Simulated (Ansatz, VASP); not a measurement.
# One calculation of MnAl3, two programs

INCAR

```
SYSTEM = MnAl3
ALGO     = Fast           ! electronic algorithm
EDIFF    = 1E-6           ! SCF threshold, eV
ENCUT    = 520            ! plane-wave cutoff, eV
GGA      = PS             ! functional
ISIF     = 2              ! what is computed and relaxed
ISMEAR   = 0              ! smearing method
ISPIN    = 2              ! spin polarisation
LASPH    = .TRUE.         ! aspherical terms in the spheres
LCHARG   = .TRUE.         ! write CHGCAR
LELF     = .TRUE.         ! ELF
LMAXMIX  = 4              ! l up to which the mixer works
LORBIT   = 11             ! projections on sites
LREAL    = .FALSE.        ! projectors in reciprocal space
LVHAR    = .TRUE.       
LWAVE    = .FALSE.        ! write WAVECAR
MAGMOM   = 0 0 0 0.5      ! initial moments
NBANDS   = 23             ! bands
NELM     = 150            ! most SCF steps
PREC     = Accurate       ! precision mode
SIGMA    = 0.1            ! smearing width, eV
```

Contents of KPOINTS:

```
k-points
0
G
  12 12 12
  0 0 0
```

Contents of POSCAR:

```
MnAl3
1.0
    0.0000000000      3.0078250317      3.0078250317
    3.0078250317      0.0000000000      3.0078250317
    3.0078250317      3.0078250317      0.0000000000
Al Mn
3 1
Direct
    0.2500000000      0.2500000000      0.2500000000
    0.7500000000      0.7500000000      0.7500000000
    0.5000000000      0.5000000000      0.5000000000
    0.0000000000      0.0000000000      0.0000000000
```

Input for Ansatz:

```yaml
crystal:
  lattice:
    - [0.0, 3.0078250287, 3.0078250287]
    - [3.0078250287, 0.0, 3.0078250287]
    - [3.0078250287, 3.0078250287, 0.0]
  atoms:
    - { symbol: Al, position: [0.25, 0.25, 0.25] }
    - { symbol: Al, position: [0.75, 0.75, 0.75] }
    - { symbol: Al, position: [0.5, 0.5, 0.5] }
    - { symbol: Mn, position: [0.0, 0.0, 0.0], spin: 0.5 }
basis:
  ecutwfc: 420
kpoints:
  mp_grid: { grid: [12, 12, 12] }
hamiltonian:
  xc: pbesol
scf:
  occupations: { method: gaussian, width: 0.1 }
  lower_state_search: "off"
output:
  forces: true
  stress: true
  eigenvalues: true
  populations: true
magnetization:
  spin_polarized: true
```

Alike in both runs: task single point; functional PBEsol; k mesh 12 × 12 × 12; occupations gaussian, width 0.1 eV; collinear spin.

|  | VASP | Ansatz |
| --- | --- | --- |
| version | VASP 6.6.1 | Ansatz 0.2.0 |
| potentials or method | VASP PAW PBE potentials, release 64 (Al, Mn_pv), cutoff 520 eV | scalar-relativistic, plane waves, PAW |
| valence electrons in the cell | 22 | 24 |

|  | VASP | Ansatz | Ansatz less VASP |
| --- | --- | --- | --- |
| gap on the k mesh at the Fermi level (eV) | none | none | - |
| pressure (GPa) | 0.1 | 0.0 | -0.13 |
| net moment per atom (μB) | 0.35 | 0.35 | +0.001 |
| size of the moment on the site where the two differ most (μB) | 1.37 | 1.35 | -0.018 |

VASP's potentials were made for PBE, not for PBEsol. Site moments also hang on the region over which each program counts them. A gap of «none» marks a metal or a gap that the smearing closes. The functional is the same, so the differences come from potentials, cutoffs and numerics. VASP's potentials hold 22 valence electrons a cell and Ansatz's 24, so a difference there can come from the potentials and not from the codes.
